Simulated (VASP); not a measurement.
Wanted: the native input for a VASP 6.6.1 run.

```yaml
Task: single point
Functional: PBE
Potentials_or_basis: VASP PAW PBE potentials, release 64 (Sn_d, O)
Cutoff: 520 eV
k_mesh: 7 × 7 × 7
Occupations: fermi-dirac, width 0.0612256 eV
Spin: no spin polarisation
Dipole_correction: no
Further_INCAR_settings: ALGO = Normal; EDIFF = 1e-07; NBANDS = 57
```

The structure of Sn2O3 lies in POSCAR:

```
Sn2O3
1.0
    5.2182928078      0.0000000000      0.0000000000
    0.0000000000      5.2182928078      0.0000000000
    0.0000000000      0.0000000000      5.2182928078
Sn O
4 6
Direct
    0.2500000000      0.2500000000      0.2500000000
    0.7500000000      0.7500000000      0.2500000000
    0.7500000000      0.2500000000      0.7500000000
    0.2500000000      0.7500000000      0.7500000000
    0.5000000000      0.0000000000      0.0000000000
    0.0000000000      0.5000000000      0.0000000000
    0.0000000000      0.0000000000      0.5000000000
    0.5000000000      0.5000000000      0.0000000000
    0.5000000000      0.0000000000      0.5000000000
    0.0000000000      0.5000000000      0.5000000000
```

These files were run (other wordings do the same):

INCAR

```
PREC = Accurate ; ENCUT = 520
EDIFF = 1E-7 ; ISMEAR = -1
SIGMA = 0.06122561905347299 ; LREAL = False
LASPH = True ; NELM = 100
ALGO = Normal ; ISIF = 2
LWAVE = False ; LCHARG = False
GGA = PE ; NBANDS = 57
```

KPOINTS

```
regular mesh
0
Gamma
  7 7 7
```

Potentials or basis: VASP PAW PBE potentials, release 64 (Sn_d, O).

Command:

```bash
$ cat potpaw_PBE.64/Sn_d/POTCAR potpaw_PBE.64/O/POTCAR > POTCAR
$ mpirun -np 1 vasp_std > vasp.out
```

It gave:

- Pressure: 2.6 GPa
- Band gap on the k mesh: zero (bands 46 and 47 overlap by 0.07 eV)

Caveat: semilocal functionals underestimate gaps, and a narrow one can read as zero; spin-orbit coupling is left out, which moves the levels of the heavy elements.

Run time: 2.9 min on 1 thread of Intel(R) Xeon(R) Platinum 8488C (Sapphire Rapids), with other jobs on the host, peak memory 0.29 GiB.
